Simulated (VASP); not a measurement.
# Ge (Fd-3m) in VASP: notebook

Aim: see how the results for Ge move with the level of theory and the settings. Levels: PBE, LDA, r2SCAN. Tasks: single point.

Everything below comes from runs of VASP 6.6.1. Logs are shortened: lines on timing, memory, paths and dates and some standing lists are left out, and cuts for length are marked.

**1. The cell of the first run**

It takes space group Fd-3m (No. 227, cubic). The conventional cell has a = 5.658 Å, b = 5.658 Å, c = 5.658 Å, α = 90.00°, β = 90.00°, γ = 90.00°. Ge (site symmetry -43m) has 4 Ge at 2.45 Å within 3.2 Å.

**2. Single point, PBE**

The input, INCAR:

```
PREC = Accurate
ENCUT = 520
EDIFF = 1E-7
ISMEAR = 0
SIGMA = 0.03
LREAL = False
LASPH = True
NELM = 80
ALGO = Normal
ISIF = 2
LWAVE = False
LCHARG = True
GGA = PE
LELF = True
LVHAR = True
NBANDS = 21
```

The input, KPOINTS:

```
Automatic mesh
0
Gamma
  10 10 10
```

The input, POSCAR:

```
Ge
1.0
    0.0000000000      2.8290000000      2.8290000000
    2.8290000000      0.0000000000      2.8290000000
    2.8290000000      2.8290000000      0.0000000000
Ge
2
Direct
    0.0000000000      0.0000000000      0.0000000000
    0.2500000000      0.2500000000      0.2500000000
```

Potentials or basis: VASP PAW PBE potentials, release 64 (Ge_d).

Command:

```sh
$ cat potpaw_PBE.64/Ge_d/POTCAR > POTCAR
$ mpirun -np 1 vasp_std > vasp.out
```

OUTCAR:

```text
PREC = Accurate
   ENCUT = 520
   EDIFF = 1E-7
   ISMEAR = 0
   LREAL = False
   LASPH = True
   NELM = 80
   ISIF = 2
   GGA = PE

 ion  position               nearest neighbor table
   1  0.000  0.000  0.000-   2 2.45   2 2.45   2 2.45   2 2.45
   2  0.250  0.250  0.250-   1 2.45   1 2.45   1 2.45   1 2.45

  LATTYP: Found a face centered cubic cell.
 ALAT       =     5.6580000000

  Lattice vectors:

 A1 = (   0.0000000000,   2.8290000000,   2.8290000000)
 A2 = (   2.8290000000,   0.0000000000,   2.8290000000)
 A3 = (   2.8290000000,   2.8290000000,   0.0000000000)

Analysis of symmetry for initial positions (statically):
=====================================================================
 Subroutine PRICEL returns:
 Original cell was already a primitive cell.

 Routine SETGRP: Setting up the symmetry group for a
 face centered cubic supercell.

 Subroutine GETGRP returns: Found 48 space group operations
 (whereof 24 operations were pure point group operations)
 out of a pool of 48 trial point group operations.

The static configuration has the point symmetry T_d .
 The point group associated with its full space group is O_h .

Analysis of symmetry for dynamics (positions and initial velocities):
=====================================================================
 Subroutine PRICEL returns:
 Original cell was already a primitive cell.

 Routine SETGRP: Setting up the symmetry group for a
 face centered cubic supercell.

 Subroutine GETGRP returns: Found 48 space group operations
 (whereof 24 operations were pure point group operations)
 out of a pool of 48 trial point group operations.

The dynamic configuration has the point symmetry T_d .
 The point group associated with its full space group is O_h .

 Subroutine INISYM returns: Found 48 space group operations
 (whereof 24 operations are pure point group operations),
 and found     1 'primitive' translations

----------------------------------------------------------------------------------------

                                     Primitive cell

  volume of cell :      45.2823

  direct lattice vectors                    reciprocal lattice vectors
     0.000000000  2.829000000  2.829000000    -0.176740898  0.176740898  0.176740898
     2.829000000  0.000000000  2.829000000     0.176740898 -0.176740898  0.176740898
     2.829000000  2.829000000  0.000000000     0.176740898  0.176740898 -0.176740898

  length of vectors
     4.000810168  4.000810168  4.000810168     0.306124215  0.306124215  0.306124215

  position of ions in fractional coordinates (direct lattice)
     0.000000000  0.000000000  0.000000000
     0.250000000  0.250000000  0.250000000

  ion indices of the primitive-cell ions
   primitive index   ion index
                 1           1
                 2           2

----------------------------------------------------------------------------------------

 KPOINTS: Automatic mesh

Automatic generation of k-mesh.
 Grid dimensions read from file:
 generate k-points for:   10   10   10

 Generating k-lattice:

  Cartesian coordinates                     Fractional coordinates (reciprocal lattice)
    -0.017674090  0.017674090  0.017674090     0.100000000  0.000000000  0.000000000
     0.017674090 -0.017674090  0.017674090     0.000000000  0.100000000  0.000000000
     0.017674090  0.017674090 -0.017674090     0.000000000  0.000000000  0.100000000

  Length of vectors
     0.030612421  0.030612421  0.030612421

  Shift w.r.t. Gamma in fractional coordinates (k-lattice)
     0.000000000  0.000000000  0.000000000

 Subroutine IBZKPT returns following result:
 ===========================================

 Found     47 irreducible k-points:

 Following reciprocal coordinates:
            Coordinates               Weight
  0.000000  0.000000  0.000000      1.000000
  0.100000  0.000000  0.000000      8.000000
  0.200000  0.000000  0.000000      8.000000
  0.300000  0.000000  0.000000      8.000000
  0.400000  0.000000  0.000000      8.000000
  0.500000  0.000000  0.000000      4.000000
[... 16 lines left out ...]
  0.300000  0.300000  0.000000      6.000000
  0.400000  0.300000  0.000000     24.000000
 [... further k-points ...]
   k-points           NKPTS =     47   k-points in BZ     NKDIM =     47   number of bands    NBANDS=     21
   number of dos      NEDOS =    301   number of ions     NIONS =      2
   total plane-waves  NPLWV =  27000
   dimension x,y,z NGX =    30 NGY =   30 NGZ =   30
   dimension x,y,z NGXF=    60 NGYF=   60 NGZF=   60
   ions per type =               2
   NGX,Y,Z   is equivalent  to a cutoff of  12.47, 12.47, 12.47 a.u.
   NGXF,Y,Z  is equivalent  to a cutoff of  24.93, 24.93, 24.93 a.u.
 SYSTEM =  unknown system
   PREC   = accura    normal or accurate (medium, high low for compatibility)
   ISTART =      0    job   : 0-new  1-cont  2-samecut
   ICHARG =      2    charge: 1-file 2-atom 10-const
   ISPIN  =      1    spin polarized calculation?
   LNONCOLLINEAR =      F non collinear calculations
   LSORBIT =      F    spin-orbit coupling
   LASPH  =      T    aspherical Exc in radial PAW
   ENCUT  =  520.0 eV  38.22 Ry    6.18 a.u.   7.44  7.44  7.44*2*pi/ulx,y,z
   NELM   =     80;   NELMIN=  2; NELMDL= -5     # of ELM steps
   EDIFF  = 0.1E-06   stopping-criterion for ELM
   LREAL  =      F    real-space projection
   EDIFFG = 0.1E-05   stopping-criterion for IOM
   NSW    =      0    number of steps for IOM
   IBRION =     -1    ionic relax: 0-MD 1-quasi-New 2-CG
   NFREE  =      0    steps in history (QN), initial steepest desc. (CG)
   ISIF   =      2    stress and relaxation
   ISYM   =      2    0-nonsym 1-usesym 2-fastsym
   POTIM  = 0.5000    time-step for ionic-motion
   TEBEG  =    0.0;   TEEND  =   0.0 temperature during run
   PSTRESS=    0.0 pullay stress
   NELECT =      28.0000    total number of electrons
   NUPDOWN=      -1.0000    fix difference up-down
   EMIN   =  10.00;   EMAX   =-10.00  energy-range for DOS
   EFERMI =   0.00;   METHOD = LEGACY
   ISMEAR =     0;   SIGMA  =   0.03  broadening in eV -4-tet -1-fermi 0-gaus
   EFERMI_NEDOS =   21; number of points for ismear=-14 and -15
   IALGO  =     38    algorithm
   IMIX   =      4    mixing-type and parameters
     AMIX     =   0.40;   BMIX     =  1.00
     AMIX_MAG =   1.60;   BMIX_MAG =  1.00
  volume/ion in A,a.u.               =      22.64       152.79
  Fermi-wavevector in a.u.,A,eV,Ry     =   1.394712  2.635624 26.466349  1.945222
  Thomas-Fermi vector in A             =   2.518235
   LORBIT       =      0    0 simple, 1 ext, 2 COOP (PROOUT), +10 PAW based schemes
   GGA     = PE    functional components
   LHFCALC =     F    Hartree Fock is set to
   AEXX    =    0.0000 exact exchange contribution
   IVDW    =     0    specifies the selected vdW correction
   LEPSILON=     F    determine dielectric tensor
   LRPA    =     F    only Hartree local field effects (RPA)
 non-spin polarized calculation
 Gauss-broadening in eV      SIGMA  =   0.03
  energy-cutoff  :      520.00
  volume of cell :       45.28
 maximum number of plane-waves:      1243
 NGX is ok and might be reduce to    30
   NGX = 15   NGY = 15   NGZ = 15

 number of electron      28.0000022 magnetization

 Free energy of the ion-electron system (eV)
  ---------------------------------------------------
  ext. energy  EPLUGINS =         0.00000000
  ---------------------------------------------------
  free energy    TOTEN  =        -9.00671683 eV

  energy without entropy =       -9.00667629  energy(sigma->0) =       -9.00669656

 E-fermi :   5.0170     XC(G=0):  -9.9239

 val. band max:        4.9916778529   @ k =   0.0000   0.0000   0.0000
 cond. band min:       5.0253194437   @ k =   0.0000   0.0000   0.0000
 fundamental gap:      0.0336415908
 Fermi energy:         5.0170297739

 k-point     1 :       0.0000    0.0000    0.0000
  band No.  band energies     occupation
      1     -19.8233      2.00000
      2     -19.8233      2.00000
      3     -19.8233      2.00000
      4     -19.7871      2.00000
      5     -19.7871      2.00000
      6     -19.5766      2.00000
[... 13 lines left out ...]
     20      14.4741      0.00000
     21      14.4741      0.00000

 k-point     2 :       0.1000    0.0000    0.0000
  band No.  band energies     occupation
      1     -19.8291      2.00000
      2     -19.8291      2.00000
      3     -19.8217      2.00000
      4     -19.7792      2.00000
      5     -19.7792      2.00000
      6     -19.5854      2.00000
[... 13 lines left out ...]
     20      13.7639      0.00000
     21      13.7639      0.00000

 k-point     3 :       0.2000    0.0000    0.0000
  band No.  band energies     occupation
      1     -19.8380      2.00000
      2     -19.8380      2.00000
      3     -19.8174      2.00000
      4     -19.7650      2.00000
      5     -19.7650      2.00000
      6     -19.5973      2.00000
[... 13 lines left out ...]
     20      13.2596      0.00000
     21      13.2596      0.00000

 k-point     4 :       0.3000    0.0000    0.0000
  band No.  band energies     occupation
      1     -19.8441      2.00000
      2     -19.8441      2.00000
      3     -19.8119      2.00000
      4     -19.7533      2.00000
      5     -19.7533      2.00000
      6     -19.6059      2.00000
[... 13 lines left out ...]
     20      13.6355      0.00000
     21      13.6355      0.00000

 k-point     5 :       0.4000    0.0000    0.0000
  band No.  band energies     occupation
      1     -19.8470      2.00000
      2     -19.8470      2.00000
      3     -19.8074      2.00000
      4     -19.7470      2.00000
      5     -19.7470      2.00000
      6     -19.6100      2.00000
[... 13 lines left out ...]
     20      14.8712      0.00000
     21      14.8712      0.00000
[... 382 lines left out ...]
     20      14.3453      0.00000
     21      16.3662      0.00000

 k-point    22 :      -0.2000    0.2000    0.0000
  band No.  band energies     occupation
      1     -19.8529      2.00000
      2     -19.8524      2.00000
      3     -19.7962      2.00000
      4     -19.7547      2.00000
      5     -19.7314      2.00000
      6     -19.6308      2.00000
[... 13 lines left out ...]
     20      14.8629      0.00000
     21      15.4089      0.00000

 k-point    23 :       0.3000    0.3000    0.0000
  band No.  band energies     occupation
      1     -19.8466      2.00000
      2     -19.8466      2.00000
      3     -19.8240      2.00000
      4     -19.7391      2.00000
      5     -19.6974      2.00000
      6     -19.6863      2.00000
[... 13 lines left out ...]
     20      16.0072      0.00000
     21      16.2106      0.00000

 k-point    24 :       0.4000    0.3000    0.0000
  band No.  band energies     occupation
      1     -19.8569      2.00000
      2     -19.8512      2.00000
      3     -19.8074      2.00000
      4     -19.7240      2.00000
      5     -19.7039      2.00000
      6     -19.6802      2.00000
[... 13 lines left out ...]
     20      16.6594      0.00000
     21      16.7519      0.00000

 [... further k-points ...]

------------------------ aborting loop because EDIFF is reached ----------------------------------------

  FORCE on cell =-STRESS in cart. coord.  units (eV):
  Direction    XX          YY          ZZ          XY          YZ          ZX
  --------------------------------------------------------------------------------------
  -------------------------------------------------------------------------------------
  Total        0.9871878      0.9871878      0.9871878      0.0000000      0.0000000      0.0000000
  in kB       34.9286270     34.9286270     34.9286270      0.0000000      0.0000000      0.0000000
  external PRESSURE =      34.9286270 kB  Pullay stress =       0.0000000 kB

 VOLUME and BASIS-vectors are now :
 -----------------------------------------------------------------------------
  energy-cutoff  :      520.00
  volume of cell :       45.28
      direct lattice vectors                 reciprocal lattice vectors
     0.000000000  2.829000000  2.829000000    -0.176740898  0.176740898  0.176740898
     2.829000000  0.000000000  2.829000000     0.176740898 -0.176740898  0.176740898
     2.829000000  2.829000000  0.000000000     0.176740898  0.176740898 -0.176740898

 POSITION                                       TOTAL-FORCE (eV/Angst)
 -----------------------------------------------------------------------------------
      0.00000      0.00000      0.00000        -0.000000     -0.000000     -0.000000
      1.41450      1.41450      1.41450         0.000000      0.000000      0.000000
 -----------------------------------------------------------------------------------
    total drift:                                0.000000      0.000000      0.000000

  FREE ENERGIE OF THE ION-ELECTRON SYSTEM (eV)
  ---------------------------------------------------
  free  energy   TOTEN  =        -9.0067168328 eV

  energy  without entropy=       -9.0066762947  energy(sigma->0) =       -9.00669656
```

Run time: 55 s. Hardware: 1 thread of AMD EPYC 7R13, shared host; peak memory 0.15 GiB.

What came out:

- Free energy: -9.0067 eV
- Pressure: 3.5 GPa
- Band gap on the k mesh: 0.03 eV, direct

**3. Single point, LDA**

The input, INCAR:

```
SYSTEM = Ge
PREC = Accurate
ENCUT = 520
EDIFF = 1E-6
ISMEAR = 0
SIGMA = 0.03
LREAL = .False.
LASPH = .True.
NELM = 100
ALGO = Normal
ISIF = 2
LWAVE = .False.
LCHARG = .False.
NBANDS = 21
```

The input, KPOINTS:

```
Automatic mesh
0
Gamma
  10 10 10
  0 0 0
```

POSCAR is that of step 2.

Potentials or basis: VASP PAW LDA potentials, release 64 (Ge_d).

Command:

```sh
$ cat potpaw_LDA.64/Ge_d/POTCAR > POTCAR
$ mpirun -np 1 vasp_std > vasp.out
```

Run time: 57 s. Hardware: 1 thread of AMD EPYC 7R13, shared host; peak memory 0.13 GiB.

It converged, with:

| Quantity | Value |
| --- | --- |
| Free energy | -10.3858 eV |
| Pressure | -1.2 GPa |
| Band gap on the k mesh | zero (filled and empty bands touch) |

Levels at points of the mesh, in eV from the Fermi level:
```csv
k point,band 10,band 11,band 12,band 13,band 14,band 15,band 16,band 17,band 18,band 19
"(0.00, 0.00, 0.00)",-24.69,-12.81,-0.15,-0.01,-0.01,-0.01,2.52,2.52,2.52,6.20
"(0.50, 0.00, 0.00)",-24.66,-10.72,-7.64,-1.41,-1.41,0.06,3.71,3.71,6.96,10.38
"(0.50, 0.50, 0.00)",-24.65,-8.93,-8.93,-3.08,-3.08,0.66,0.66,9.40,9.40,11.42
```

**4. Single point, r2SCAN**

POSCAR is that of step 3.

The input, INCAR.step1:

```
PREC = Accurate
ENCUT = 520
ISMEAR = 0
SIGMA = 0.03
LREAL = False
LASPH = True
NELM = 60
NBANDS = 21
GGA = PE
ALGO = Normal
EDIFF = 1E-4
LWAVE = True
LCHARG = False
```

The input, INCAR.step2:

```
PREC = Accurate
ENCUT = 520
EDIFF = 1E-7
ISMEAR = 0
SIGMA = 0.03
LREAL = False
LASPH = True
NELM = 60
ALGO = Normal
ISIF = 2
LWAVE = False
LCHARG = False
METAGGA = R2SCAN
LMIXTAU = True
NBANDS = 21
ISTART = 1
```

The input, KPOINTS:

```
Automatic mesh
0
Gamma
  10 10 10
```

Potentials or basis: VASP PAW PBE potentials, release 64 (Ge_d).

Command:

```sh
$ cat potpaw_PBE.64/Ge_d/POTCAR > POTCAR
$ cp INCAR.step1 INCAR
$ mpirun -np 1 vasp_std > vasp.out
$ cp INCAR.step2 INCAR
$ mpirun -np 1 vasp_std > vasp.out
```

It took 5.4 min on 1 thread of AMD EPYC 7R13, shared host; peak memory 0.16 GiB.

It converged, with:

| Item | Value |
| --- | --- |
| Free energy | -27.7415 eV |
| Pressure | 0.7 GPa |
| Band gap on the k mesh | 0.40 eV, direct |

Levels at points of the mesh, in eV from the valence-band top:
```
           k point  band 10  band 11  band 12  band 13  band 14  band 15  band 16  band 17  band 18  band 19
(0.00, 0.00, 0.00)   -25.22   -13.30     0.00     0.00     0.00     0.40     2.71     2.71     2.71     7.06
(0.50, 0.00, 0.00)   -25.19   -11.11    -7.87    -1.48    -1.48     0.44     4.00     4.00     7.66    11.21
(0.50, 0.50, 0.00)   -25.18    -9.22    -9.22    -3.23    -3.23     0.97     0.97    10.10    10.11    12.35
```

Caveat: the PAW data sets were made with another functional, which shifts forces and pressure a little. r2SCAN opens gaps a little over a GGA but as a rule still falls short of measured ones.

**5. The runs side by side**

| level | potentials or basis | gap on the mesh (eV) | pressure (GPa) |
| --- | --- | --- | --- |
| PBE | VASP PAW PBE potentials, release 64 (Ge_d) | 0.03 | 3.5 |
| LDA | VASP PAW LDA potentials, release 64 (Ge_d) | none | -1.2 |
| r2SCAN | VASP PAW PBE potentials, release 64 (Ge_d) | 0.40 | 0.7 |

Alike in all rows: task single point; no spin polarisation; cell as given; k mesh 10 × 10 × 10; cutoff (eV) 520; smearing gaussian 0.03 eV.

Caveats: the PAW data sets were made with another functional, which shifts forces and pressure a little (some runs).

Total energies depend on the potentials used, so only differences within one code and one set of settings carry meaning.
